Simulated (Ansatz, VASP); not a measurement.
## H in VASP and in Ansatz

```
H
1.0
     2.62348   -2.56690    0.00000
     2.62348    2.56690    0.00000
     0.00000    0.00000    4.14182
H
4
Cartesian
  2.3235 -2.3271 0.1338
  2.6235 0.2398 1.7872
  2.6235 -0.2398 2.3547
  2.6235 2.3271 3.8581
```

Alike in both runs: task single point; functional LDA; k mesh 6 × 6 × 6; occupations gaussian, width 0.05 eV; no spin polarisation.

|  | VASP | Ansatz |
| --- | --- | --- |
| version | VASP 6.6.1 | Ansatz 0.2.0 |
| potentials or method | VASP PAW LDA potentials, release 64 (H), cutoff 520 eV | scalar-relativistic, plane waves, PAW |
| valence electrons in the cell | 4 | 4 |

VASP gave:

* gap on the k mesh at the Fermi level (eV): 8.49
* least direct gap on the mesh (eV): 9.03
* pressure (GPa): 1.7
* traceless stress, the component that is largest in VASP (GPa): -1.52
* rms of the force components (eV/Å): 1.128

Which values does Ansatz return?

gap on the k mesh at the Fermi level (eV): 8.49; least direct gap on the mesh (eV): 9.03; pressure (GPa): 1.8; traceless stress, the component that is largest in VASP (GPa): -1.52; rms of the force components (eV/Å): 1.124.

LDA's correlation is that of Perdew and Zunger in VASP and of Perdew and Wang (1992) in Ansatz. Atom by atom the forces differ by 0.005 eV/Å (rms over components).
